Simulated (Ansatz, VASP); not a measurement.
# One calculation of EuO, two programs

```
CELL_PARAMETERS angstrom
3.63729 0.00000 0.00000
1.81864 3.14998 0.00000
1.81864 1.04999 2.96983
ATOMIC_POSITIONS crystal
Eu 0.00000 0.00000 0.00000
O 0.50000 0.50000 0.50000
```

Alike in both runs: task relaxation of cell and atoms; functional PBE; dispersion D4; k mesh 8 × 8 × 8; collinear spin.

```csv
,VASP,Ansatz
version,VASP 6.6.1,Ansatz 0.2.0
potentials or method,"VASP PAW PBE potentials, release 64 (Eu, O)","plane waves, PAW"
plane-wave cutoff (eV),600,420
occupations,"fermi-dirac, width 0.1 eV",fermi-dirac
valence electrons in the cell,23,23
```

```tsv
	VASP	Ansatz	Ansatz less VASP
net moment per atom (μB)	3.45	3.45	+0.004
size of the moment on the site where the two differ most (μB)	0.09	0.07	-0.019
relaxed volume (Å³/atom)	15.71	15.77	+0.055
relaxed length of the cell vector where the two differ most in proportion (Å)	3.542	3.546	+0.0041
```

Site moments also hang on the region over which each program counts them. Ansatz's warnings: given moment on shells, stress scf threshold loose.

Neither program's run includes spin-orbit coupling.
